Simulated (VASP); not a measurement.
# CaO (P6_3/mmc) in VASP: notebook, part 2 of 2

VASP 6.6.1. Earlier steps stand in the parts before.

## Step 5: Single point, PBE

This run uses another cell than the first one, of 16.37 Å³/atom.

Contents of INCAR:

```
ALGO = Normal
EDIFF = 1E-6
ENCUT = 520
GGA = PE
ISIF = 2
ISMEAR = -1
LASPH = T
LCHARG = F
LREAL = F
LWAVE = F
NBANDS = 24
NELM = 100
PREC = Accurate
SIGMA = 0.02
```

Contents of KPOINTS:

```
k-points
0
Gamma
  12 12 6
```

Contents of POSCAR:

```
CaO
1.0
    3.9808379968      0.0000000000      0.0000000000
   -1.9904189984      3.4475068336      0.0000000000
    0.0000000000      0.0000000000      4.7704440668
Ca O
2 2
Direct
    0.3333333333      0.6666666667     -0.0625000000
    0.6666666667      0.3333333333      0.4375000000
    0.3333333333      0.6666666667      0.4375000000
    0.6666666667      0.3333333333      0.9375000000
```

Potentials or basis: VASP PAW PBE potentials, release 64 (Ca_sv, O).

Run with:

```console
$ cat potpaw_PBE.64/Ca_sv/POTCAR potpaw_PBE.64/O/POTCAR > POTCAR
$ mpirun -np 1 vasp_std > vasp.out
```

OUTCAR:

```text
EDIFF = 1E-6
   ENCUT = 520
   GGA = PE
   ISIF = 2
   ISMEAR = -1
   LASPH = T
   LREAL = F
   NELM = 100
   PREC = Accurate

 ion  position               nearest neighbor table
   1  0.333  0.667  0.938-   4 2.30   4 2.30   4 2.30   3 2.39   3 2.39
   2  0.667  0.333  0.438-   3 2.30   3 2.30   3 2.30   4 2.39   4 2.39
   3  0.333  0.667  0.438-   2 2.30   2 2.30   2 2.30   1 2.39   1 2.39
   4  0.667  0.333  0.938-   1 2.30   1 2.30   1 2.30   2 2.39   2 2.39

  LATTYP: Found a hexagonal cell.
 ALAT       =     3.9808379968
 C/A-ratio  =     1.1983517216

  Lattice vectors:

 A1 = (   3.9808379968,   0.0000000000,   0.0000000000)
 A2 = (  -1.9904189984,   3.4475068336,   0.0000000000)
 A3 = (   0.0000000000,   0.0000000000,   4.7704440668)

Analysis of symmetry for initial positions (statically):
=====================================================================
 Subroutine PRICEL returns:
 Original cell was already a primitive cell.

 Routine SETGRP: Setting up the symmetry group for a
 hexagonal supercell.

 Subroutine GETGRP returns: Found 24 space group operations
 (whereof  6 operations were pure point group operations)
 out of a pool of 24 trial point group operations.

The static configuration has the point symmetry C_3v.
 The point group associated with its full space group is D_6h.

Analysis of symmetry for dynamics (positions and initial velocities):
=====================================================================
 Subroutine PRICEL returns:
 Original cell was already a primitive cell.

 Routine SETGRP: Setting up the symmetry group for a
 hexagonal supercell.

 Subroutine GETGRP returns: Found 24 space group operations
 (whereof  6 operations were pure point group operations)
 out of a pool of 24 trial point group operations.

The dynamic configuration has the point symmetry C_3v.
 The point group associated with its full space group is D_6h.
[... 115 lines left out ...]
   NUPDOWN=      -1.0000    fix difference up-down
   EMIN   =  10.00;   EMAX   =-10.00  energy-range for DOS
   EFERMI =   0.00;   METHOD = LEGACY
   ISMEAR =    -1;   SIGMA  =   0.02  broadening in eV -4-tet -1-fermi 0-gaus
   EFERMI_NEDOS =   21; number of points for ismear=-14 and -15
   IALGO  =     38    algorithm
   IMIX   =      4    mixing-type and parameters
     AMIX     =   0.40;   BMIX     =  1.00
     AMIX_MAG =   1.60;   BMIX_MAG =  1.00
  volume/ion in A,a.u.               =      16.37       110.45
  Fermi-wavevector in a.u.,A,eV,Ry     =   1.289571  2.436936 22.626407  1.662994
  Thomas-Fermi vector in A             =   2.421456
   LORBIT       =      0    0 simple, 1 ext, 2 COOP (PROOUT), +10 PAW based schemes
   GGA     = PE    functional components
[... 5 lines left out ...]
 non-spin polarized calculation
  energy-cutoff  :      520.00
  volume of cell :       65.47
 maximum number of plane-waves:      1811
 NGX is ok and might be reduce to    30
   NGX = 15   NGY = 15   NGZ = 17

 number of electron      32.0000011 magnetization

 Free energy of the ion-electron system (eV)
  ---------------------------------------------------
  ext. energy  EPLUGINS =         0.00000000
  ---------------------------------------------------
  free energy    TOTEN  =       -25.33815098 eV

  energy without entropy =      -25.33815098  energy(sigma->0) =      -25.33815098

 E-fermi :   1.7445     XC(G=0):  -9.4333

 val. band max:        1.3882162183   @ k =   0.0000   0.0000   0.0000
 cond. band min:       4.5787516131   @ k =   0.0000   0.0000   0.0000
 fundamental gap:      3.1905353948
 Fermi energy:         1.7444547263

 k-point     1 :       0.0000    0.0000    0.0000
  band No.  band energies     occupation
      1     -36.2314      2.00000
      2     -36.0957      2.00000
      3     -17.5799      2.00000
      4     -17.3314      2.00000
      5     -17.3314      2.00000
      6     -17.1299      2.00000
[... 637 lines left out ...]
     23       9.8505      0.00000
     24      10.1071      0.00000

 [... further k-points ...]

------------------------ aborting loop because EDIFF is reached ----------------------------------------

  FORCE on cell =-STRESS in cart. coord.  units (eV):
  Direction    XX          YY          ZZ          XY          YZ          ZX
  --------------------------------------------------------------------------------------
  -------------------------------------------------------------------------------------
  Total        0.8647575      0.8647575      1.0697983     -0.0000000      0.0000000      0.0000000
  in kB       21.1624751     21.1624751     26.1802651     -0.0000000      0.0000000      0.0000000
  external PRESSURE =      22.8350718 kB  Pullay stress =       0.0000000 kB

 VOLUME and BASIS-vectors are now :
 -----------------------------------------------------------------------------
  energy-cutoff  :      520.00
  volume of cell :       65.47
      direct lattice vectors                 reciprocal lattice vectors
     3.980837997  0.000000000  0.000000000     0.251203390  0.145032345  0.000000000
    -1.990418998  3.447506834  0.000000000     0.000000000  0.290064690  0.000000000
     0.000000000  0.000000000  4.770444067     0.000000000  0.000000000  0.209624091

 POSITION                                       TOTAL-FORCE (eV/Angst)
 -----------------------------------------------------------------------------------
     -0.00000      2.29834      4.47229         0.000000     -0.000000      0.000000
      1.99042      1.14917      2.08707        -0.000000      0.000000      0.000000
     -0.00000      2.29834      2.08707         0.000000     -0.000000     -0.000000
      1.99042      1.14917      4.47229        -0.000000      0.000000     -0.000000
 -----------------------------------------------------------------------------------
    total drift:                               -0.000000      0.000000      0.000000

  FREE ENERGIE OF THE ION-ELECTRON SYSTEM (eV)
  ---------------------------------------------------
  free  energy   TOTEN  =       -25.3381509777 eV

  energy  without entropy=      -25.3381509777  energy(sigma->0) =      -25.33815098
```

stdout:

```text
POSCAR found type information on POSCAR CaO
 POSCAR found :  2 types and       4 ions
 scaLAPACK will be used
 LDA part: xc-table for (Slater+PW92), standard interpolation
 POSCAR, INCAR and KPOINTS ok, starting setup
 FFT: planning ... GRIDC
 FFT: planning ... GRID_SOFT
 FFT: planning ... GRID
 WAVECAR not read
 entering main loop
```

Run time: 51 s. Hardware: 1 thread of Intel Xeon 6975P-C (Granite Rapids), shared host; peak memory 0.24 GiB.

Results:

```
Free energy            : -25.3382 eV
Pressure               : 2.3 GPa
Band gap on the k mesh : 3.19 eV
```

Caveat: the structure was generated, so it needn't be the stable form of CaO.

## Step 6: The runs side by side

| cell | gap on the mesh (eV) | pressure (GPa) |
| --- | --- | --- |
| a = 3.861, b = 3.861, c = 4.627 Å, angles 90.0, 90.0, 120.0°, 4 atoms | 3.51 | 12.8 |
| a = 3.881, b = 3.881, c = 4.651 Å, angles 90.0, 90.0, 120.0°, 4 atoms | 3.46 | 10.8 |
| a = 3.981, b = 3.981, c = 4.747 Å, angles 90.0, 90.0, 120.0°, 4 atoms | 3.19 | 2.8 |
| a = 3.981, b = 3.981, c = 4.770 Å, angles 90.0, 90.0, 120.0°, 4 atoms | 3.19 | 2.3 |

Alike in all rows: task single point; level PBE; potentials or basis VASP PAW PBE potentials, release 64 (Ca_sv, O); no spin polarisation; k mesh 12 × 12 × 6; cutoff (eV) 520; smearing fermi-dirac 0.02 eV.

Caveats: the structure was generated, so it needn't be the stable form of CaO; the cell stands under pressure (at least some runs).

Absolute energies hang on the potentials; compare differences alone.
